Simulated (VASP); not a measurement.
Wanted: the native input for a VASP 6.6.1 run.

```
Task                   : single point
Functional             : PBE
Dispersion             : D3(BJ)
Potentials or basis    : VASP PAW PBE potentials, release 64 (Pb_d, O)
Cutoff                 : 520 eV
k mesh                 : 8 × 8 × 6
Occupations            : gaussian, width 0.02 eV
Spin                   : no spin polarisation
Dipole correction      : no
Further INCAR settings : ALGO = Normal; EDIFF = 1e-07; NBANDS = 28
```

The structure of PbO lies in POSCAR:

```
PbO
1.0
    4.0247212369      0.0000000000      0.0000000000
    0.0000000000      4.0247212369      0.0000000000
    0.0000000000      0.0000000000      4.8667063539
Pb O
2 2
Direct
    0.0000000000      0.5000000000      0.2437736654
    0.5000000000      0.0000000000      0.7562263346
    0.0000000000      0.0000000000      0.0000000000
    0.5000000000      0.5000000000      0.0000000000
```

The input as run:

INCAR

```
SYSTEM = PbO
PREC = Accurate
ENCUT = 520
EDIFF = 1E-7
ISMEAR = 0
SIGMA = 0.02
LREAL = .FALSE.
LASPH = .TRUE.
NELM = 100
ALGO = Normal
ISIF = 2
LWAVE = .FALSE.
LCHARG = .FALSE.
GGA = PE
IVDW = 12
NBANDS = 28
```

KPOINTS

```
regular mesh
0
G
  8 8 6
  0 0 0
```

Potentials or basis: VASP PAW PBE potentials, release 64 (Pb_d, O).

Launch:

```console
$ cat potpaw_PBE.64/Pb_d/POTCAR potpaw_PBE.64/O/POTCAR > POTCAR
$ mpirun -np 1 vasp_std > vasp.out
```

Results of the run:

```
Pressure                   : 0.8 GPa
Largest force              : 0.035 eV/Å
Band gap on the k mesh     : 1.16 eV (least direct gap 2.08 eV)
Dispersion energy per atom : -0.241 eV
```

Caveat: spin-orbit coupling is left out, which moves the levels of the heavy elements.

Run time: 2 min on 1 thread of Intel(R) Xeon(R) Platinum 8259CL CPU @ 2.50GHz (Skylake/Cascade Lake) (shared host), peak memory 0.26 GiB.
